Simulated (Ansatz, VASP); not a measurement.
# Ni in VASP and in Ansatz

```
Ni
1.0
     2.44830    0.00000    0.00000
    -1.22415    2.12029    0.00000
     0.00000    0.00000   23.99610
Ni
5
Direct
  0.33333 0.16667 0.33448
  0.66667 0.83333 0.41667
  0.00000 0.50000 0.50000
  0.33333 0.16667 0.58333
  0.66667 0.83333 0.66552
```

Alike in both runs: task single point; functional PBEsol; k mesh 15 × 15 × 1; occupations fermi-dirac, width 0.05 eV; collinear spin.

|  | VASP | Ansatz |
| --- | --- | --- |
| version | VASP 6.6.1 | Ansatz 0.2.0 |
| potentials or method | VASP PAW PBE potentials, release 64 (Ni) | PAW with Ansatz's default frozen-core files, scalar-relativistic |
| plane-wave cutoff (eV) | 520 | 420 |
| valence electrons in the cell | 50 | 90 |

VASP gave:

```
net moment per atom (μB)                                      : 0.66
size of the moment on the site where the two differ most (μB) : 0.65
```

**Question.** What did Ansatz give for the same quantities?

**Answer.** net moment per atom (μB): 0.67; size of the moment on the site where the two differ most (μB): 0.69.

VASP's potentials were made for PBE, not for PBEsol. Site moments also hang on the region over which each program counts them. The functional is the same, so the differences come from potentials, cutoffs and numerics. VASP's potentials hold 50 valence electrons a cell and Ansatz's 90, so a difference there can come from the potentials and not from the codes. Ansatz's warnings: slab cell height set, structure snapped to symmetry.
